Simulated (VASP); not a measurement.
Write the native input for VASP 6.6.1 that does the following.

```
Task                   : single point
Functional             : PBE
Potentials or basis    : VASP PAW PBE potentials, release 64 (Cu)
Cutoff                 : 520 eV
k mesh                 : 6 × 6 × 1
Occupations            : gaussian, width 0.1 eV
Spin                   : no spin polarisation
Dipole correction      : yes
Further INCAR settings : LREAL = Auto; ALGO = Normal; EDIFF = 1e-07; NBANDS = 102
```

The structure of Cu lies in POSCAR:

```
Cu
1.0
    5.1332392119      0.0000000000      0.0000000000
   -2.5666196059      4.4455155612      0.0000000000
    0.0000000000      0.0000000000     23.2869083984
Cu
16
Direct
    0.3333333333      0.1666666667      0.3650119567
    0.3333333333      0.6666666667      0.3650119567
    0.8333333333      0.1666666667      0.3650119567
    0.8333333333      0.6666666667      0.3650119567
    0.6666666667      0.3333333333      0.4550039856
    0.6666666667      0.8333333333      0.4550039856
    0.1666666667      0.3333333333      0.4550039856
    0.1666666667      0.8333333333      0.4550039856
    0.0000000000      0.5000000000      0.5436808213
    0.0000000000      0.0000000000      0.5436808213
    0.5000000000      0.5000000000      0.5436808213
    0.5000000000      0.0000000000      0.5436808213
    0.3333333333      0.6666666667      0.6324133685
    0.3333333333      0.1666666667      0.6324133685
    0.8333333333      0.6666666667      0.6324133685
    0.8333333333      0.1666666667      0.6324133685
```

One way to write it, as run:

INCAR

```
SYSTEM = Cu
ALGO = Normal
DIPOL = 0.5 0.5 0.499
EDIFF = 1E-7
ENCUT = 520
GGA = PE
IDIPOL = 3
ISIF = 2
ISMEAR = 0
LASPH = .True.
LCHARG = .True.
LDIPOL = .True.
LELF = .True.
LREAL = Auto
LVACPOTAV = .True.
LVHAR = .True.
LWAVE = .False.
NBANDS = 102
NELM = 100
PREC = Accurate
SIGMA = 0.1
```

KPOINTS

```
k-points
0
Gamma
  6 6 1
  0 0 0
```

Potentials or basis: VASP PAW PBE potentials, release 64 (Cu).

The run is started by

```sh
$ cat potpaw_PBE.64/Cu/POTCAR > POTCAR
$ mpirun -np 1 vasp_std > vasp.out
```

It gave:

| Property | Result |
| --- | --- |
| Largest force | 0.105 eV/Å |
| Band gap on the k mesh | zero (band 88 reaches -0.43 eV, above the bottom of band 89 at -0.95 eV) |

Run time: 21 min on 1 thread of Intel(R) Xeon(R) Platinum 8488C (Sapphire Rapids) (shared host), peak memory 0.69 GiB.
